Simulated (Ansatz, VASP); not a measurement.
# Rh: VASP beside Ansatz

Contents of INCAR:

```
PREC = Accurate
ENCUT = 520
EDIFF = 1E-6
ISMEAR = 0
SIGMA = 0.05
LREAL = False
LASPH = True
NELM = 150
ALGO = Normal
ISIF = 2
LWAVE = False
LCHARG = True
MAGMOM = 0 0 0
LORBIT = 11
LSORBIT = True
GGA_COMPAT = False
LORBMOM = True
LMAXMIX = 4
GGA = PE
LVHAR = True
NBANDS = 26
```

File KPOINTS:

```
Automatic mesh
0
Gamma
  20 20 20
```

The input POSCAR:

```
Rh
1.0
   -1.5350999964      1.5350999964      1.5350999964
    1.5350999964     -1.5350999964      1.5350999964
    1.5350999964      1.5350999964     -1.5350999964
Rh
1
Direct
    0.0000000000      0.0000000000      0.0000000000
```

Input for Ansatz:

```yaml
crystal:
  lattice:
    - [-1.5350999964, 1.5350999964, 1.5350999964]
    - [1.5350999964, -1.5350999964, 1.5350999964]
    - [1.5350999964, 1.5350999964, -1.5350999964]
  atoms:
    - { symbol: Rh, position: [0.0, 0.0, 0.0] }
basis:
  ecutwfc: 600
  ecutrho_ratio: 5
kpoints:
  mp_grid: { grid: [20, 20, 20] }
hamiltonian:
  xc: pbe
scf:
  occupations: { method: gaussian, width: 0.05 }
output:
  forces: true
  stress: true
  eigenvalues: true
  populations: true
magnetization:
  noncollinear: true
  spin_orbit: true
```

Alike in both runs: task single point; functional PBE; k mesh 20 × 20 × 20; occupations gaussian, width 0.05 eV; non-collinear spin, spin-orbit coupling.

```csv
,VASP,Ansatz
version,VASP 6.6.1,Ansatz 0.2.0
potentials or method,"VASP PAW PBE potentials, release 64 (Rh_pv), cutoff 520 eV","plane waves, PAW"
valence electrons in the cell,15,17
```

```tsv
	VASP	Ansatz	Ansatz less VASP
pressure (GPa)	0.4	0.1	-0.31
net moment per atom (μB)	0.00	0.00	0.000
```

The functional is the same, so the differences come from potentials, cutoffs and numerics. VASP's potentials hold 15 valence electrons a cell and Ansatz's 17, so a difference there can come from the potentials and not from the codes.
